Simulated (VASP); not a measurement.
Wanted: the native input for a VASP 6.6.1 run.

```
Task                   : relaxation of cell and atoms
Functional             : PBE
Potentials or basis    : VASP PAW PBE potentials, release 64 (Be, S)
Cutoff                 : 600 eV
k mesh                 : 5 × 5 × 3
Occupations            : gaussian, width 0.2 eV
Spin                   : no spin polarisation
Dipole correction      : no
Further INCAR settings : ALGO = Normal; EDIFF = 1e-06; IBRION = 2; EDIFFG = -0.08; NSW = 36; ISIF = 3
```

The structure of Be6S lies in POSCAR:

```
Be6S
1.0
    3.4500000000      0.0000000000      0.0000000000
    0.0000000000      3.4500000000      0.0000000000
    0.0000000000      0.0000000000      5.4000000000
Be S
6 1
Direct
    0.0000000000      0.5000000000      0.7500000000
    0.5000000000      0.0000000000      0.7500000000
    0.0000000000      0.5000000000      0.2500000000
    0.5000000000      0.0000000000      0.2500000000
    0.0000000000      0.0000000000      0.5000000000
    0.5000000000      0.5000000000      0.5000000000
    0.0000000000      0.0000000000      0.0000000000
```

These files were run (other wordings do the same):

INCAR

```
SYSTEM = Be6S
PREC = Accurate
ENCUT = 600
EDIFF = 1E-6
ISMEAR = 0
SIGMA = 0.2
LREAL = .FALSE.
LASPH = .TRUE.
NELM = 60
ALGO = Normal
ISIF = 3
LWAVE = .FALSE.
LCHARG = .FALSE.
GGA = PE
IBRION = 2
NSW = 36
EDIFFG = -0.08
```

KPOINTS

```
regular mesh
0
G
  5 5 3
  0 0 0
```

Potentials or basis: VASP PAW PBE potentials, release 64 (Be, S).

Run with:

```sh
$ cat potpaw_PBE.64/Be/POTCAR potpaw_PBE.64/S/POTCAR > POTCAR
$ mpirun -np 1 vasp_std > vasp.out
```

It gave:

| Property | Result |
| --- | --- |
| Relaxed volume | 9.77 Å³/atom |
| Relaxed cell | a = 3.242 Å, b = 3.242 Å, c = 6.507 Å, α = 90.00°, β = 90.00°, γ = 90.00° |
| Space group after relaxing (to 0.05 Å) | P4/mmm (No. 123) |
| Energy gained by relaxing | 200.3 meV/atom |
| Ionic steps | 11 |
| Pressure after relaxing | -0.5 GPa |
| Band gap on the k mesh | zero (band 9 reaches 8.14 eV, above the bottom of band 10 at 6.18 eV) |

Caveat: the k points lie up to 0.39 Å⁻¹ apart in the final cell.

It took 53 s on 1 thread of Intel(R) Xeon(R) 6975P-C (Granite Rapids), on a shared host, peak memory 0.18 GiB.
